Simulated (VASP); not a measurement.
Runs of VASP 6.6.1 on PbSe. The structure is that of space group Fm-3m (No. 225), or close to it. The cells are those of the table. 

```csv
task,cell,cutoff (eV),gap on the mesh (eV),pressure (GPa)
electric field gradients,"a = 4.396 Å, angles 58.0°, 2 atoms",400,0.38,-0.6
electric field gradients,"a = 4.415 Å, angles 60.0°, 2 atoms",400,-,(a)
electric field gradients,"a = 4.352 Å, angles 59.3°, 2 atoms",400,0.57,-0.6
single point,"a = 4.352 Å, angles 59.3°, 2 atoms",500,0.57,-0.6
single point,"a = 4.396 Å, angles 58.0°, 2 atoms",500,0.38,-0.6
electric field gradients,"a = 4.288 Å, angles 61.3°, 2 atoms",400,0.47,-0.6
```

Alike in all rows: level PBEsol; potentials or basis VASP PAW PBE potentials, release 64 (Pb_d, Se); no spin polarisation; k mesh 9 × 9 × 9; smearing fermi-dirac 0.01 eV.

Problem. Fill in the values left out.

Solution. (a) -3.2.

Caveats: the PAW data sets were made with another functional, which shifts forces and pressure a little; spin-orbit coupling is left out, which moves the levels of the heavy elements; an odd mesh through Γ misses points on the zone boundary, where band edges can lie (at least some runs); the cell stands under tension (at least some runs).

A k mesh can miss the band edges, and the runs leave out spin-orbit coupling on Pb, Se.
